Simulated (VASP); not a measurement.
Runs of VASP 6.6.1 on Ag. The structure is that of space group Fm-3m (No. 225), or close to it. The cells are those of the table. 

| task | level | cell | cutoff (eV) | gap on the mesh (eV) | pressure (GPa) | relaxed volume (Å³/atom) |
| --- | --- | --- | --- | --- | --- | --- |
| single point | r2SCAN+D4 | a = 2.887 Å, angles 60.0°, 1 atom | 520 | none | 0.1 | - |
| single point | r2SCAN | a = 2.902 Å, angles 60.0°, 1 atom | 520 | none | 0.1 | - |
| relaxation of cell and atoms | r2SCAN+D4 | relaxed from a = 2.889 Å, angles 60.0°, 1 atom | 600 | none | 0.0 | (a) |
| relaxation of cell and atoms | revPBE+D3(BJ) | relaxed from a = 2.889 Å, angles 60.0°, 1 atom | 600 | none | 0.0 | 16.49 |
| relaxation of cell and atoms | r2SCAN | relaxed from a = 2.889 Å, angles 60.0°, 1 atom | 600 | none | 0.0 | 17.30 |
| single point | revPBE+D3(BJ) | a = 2.858 Å, angles 60.0°, 1 atom | 520 | none | -0.2 | - |

Alike in all rows: potentials or basis VASP PAW PBE potentials, release 64 (Ag); no spin polarisation; k mesh 13 × 13 × 13; smearing fermi-dirac 0.1 eV.

Question: Estimate the missing entries.

Answer: (a) 17.03.

Caveats: the PAW data sets were made with another functional, which shifts forces and pressure a little; pairwise dispersion overbinds metals, which lowers pressure and volume (some runs).

A k mesh can miss the band edges, and the runs leave out spin-orbit coupling on Ag.

A gap of «none» marks levels without a gap at the run's occupations.
